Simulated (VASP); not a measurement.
Input of a VASP 6.6.1 run:

Contents of INCAR:

```
PREC     = Accurate       # precision mode
ENCUT    = 520            # plane-wave cutoff, eV
EDIFF    = 1E-7           # SCF threshold, eV
ISMEAR   = -1             # smearing method
SIGMA    = 0.05           # smearing width, eV
LREAL    = False          # projectors in reciprocal space
LASPH    = True           # aspherical terms in the spheres
NELM     = 80             # most SCF steps
ALGO     = Normal         # electronic algorithm
ISIF     = 2              # what is computed and relaxed
LWAVE    = False          # write WAVECAR
LCHARG   = False          # write CHGCAR
GGA      = PE             # functional
IVDW     = 12             # dispersion correction
NBANDS   = 43             # bands
```

KPOINTS

```
Automatic mesh
0
Gamma
  7 7 4
```

File POSCAR:

```
Si2Mo
1.0
    4.5588125128      0.0000000000      0.0000000000
   -2.2794062564      3.9480474472      0.0000000000
    0.0000000000      0.0000000000      6.5447589933
Mo Si
3 6
Direct
    0.5000000000      0.5000000000      0.8333333333
    0.0000000000      0.5000000000      0.1666666667
    0.5000000000      0.0000000000      0.5000000000
    0.1639528881      0.3279057763      0.5000000000
    0.6720942237      0.8360471119      0.1666666667
    0.8360471119      0.1639528881      0.8333333333
    0.8360471119      0.6720942237      0.5000000000
    0.3279057763      0.1639528881      0.1666666667
    0.1639528881      0.8360471119      0.8333333333
```

Potentials or basis: VASP PAW PBE potentials, release 64 (Mo_sv, Si).

Run with:

```sh
$ cat potpaw_PBE.64/Mo_sv/POTCAR potpaw_PBE.64/Si/POTCAR > POTCAR
$ mpirun -np 1 vasp_std > vasp.out
```

Problem. Estimate the band gap on the k mesh.

Solution. 0.26 eV, indirect (least direct gap 0.65 eV).

Problem. What does it give for the dispersion energy per atom?

Solution. -0.591 eV.

Forces on the atoms (eV/Å):
```
Mo   0.000  0.000  0.000
Mo   0.000  0.000  0.000
Mo   0.000  0.000  0.000
Si   0.000 -0.010  0.000
Si   0.008  0.005  0.000
Si   0.008 -0.005  0.000
Si   0.000  0.010  0.000
Si  -0.008 -0.005  0.000
Si  -0.008  0.005  0.000
```

A k mesh can miss the band edges.
